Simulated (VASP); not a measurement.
A run of VASP 6.6.1 is set up as follows.

INCAR

```
  PREC = Accurate
  ENCUT = 600
  EDIFF = 1E-6
  ISMEAR = 0
  SIGMA = 0.05
  LREAL = F
  LASPH = T
  NELM = 120
  ALGO = Normal
  ISIF = 2
  LWAVE = F
  LCHARG = T
  GGA = CA
  LELF = T
  LVHAR = T
  NBANDS = 73
  GGA_COMPAT = F
```

Contents of KPOINTS:

```
Automatic mesh
0
Gamma
  7 7 3
```

The input POSCAR:

```
BaTiO3
1.0
    2.7879170996     -1.6096046879     -2.2805008955
    0.0000000000      3.2192093758     -2.2805008955
    8.5406359000      4.9309384359      6.9856638825
Ba Ti O
3 3 9
Direct
    0.9994081716      0.9994081716      0.8992295115
    0.9994586951      0.9994586951      0.2463536461
    0.9994334334      0.9994334334      0.5727915788
    0.4906551309      0.4906551309      0.0860125475
    0.4906298691      0.4906298691      0.4124504802
    0.4906046074      0.4906046074      0.7388884130
    0.5089612980      0.0132192763      0.0800368711
    0.5089360362      0.0131940145      0.4064748039
    0.5089107744      0.0131687527      0.7329127366
    0.0132192763      0.5089612980      0.0800368711
    0.0131940145      0.5089360362      0.4064748039
    0.0131687527      0.5089107744      0.7329127366
    0.5089487746      0.5089487746      0.2418658719
    0.5089235128      0.5089235128      0.5683038046
    0.5088982511      0.5088982511      0.8947417373
```

Potentials or basis: VASP PAW LDA potentials, release 64 (Ba_sv, Ti_sv, O).

Run with:

```console
$ cat potpaw_LDA.64/Ba_sv/POTCAR potpaw_LDA.64/Ti_sv/POTCAR potpaw_LDA.64/O/POTCAR > POTCAR
$ mpirun -np 1 vasp_std > vasp.out
```

(1) Predict the pressure.

(2) Predict the band gap on the k mesh.

## Answers

(1) -0.4 GPa.

(2) 2.04 eV.

Caveat: the cell differs from its parent crystal (the distance across one plane changed); spin-orbit coupling is left out, which moves the levels of the heavy elements.
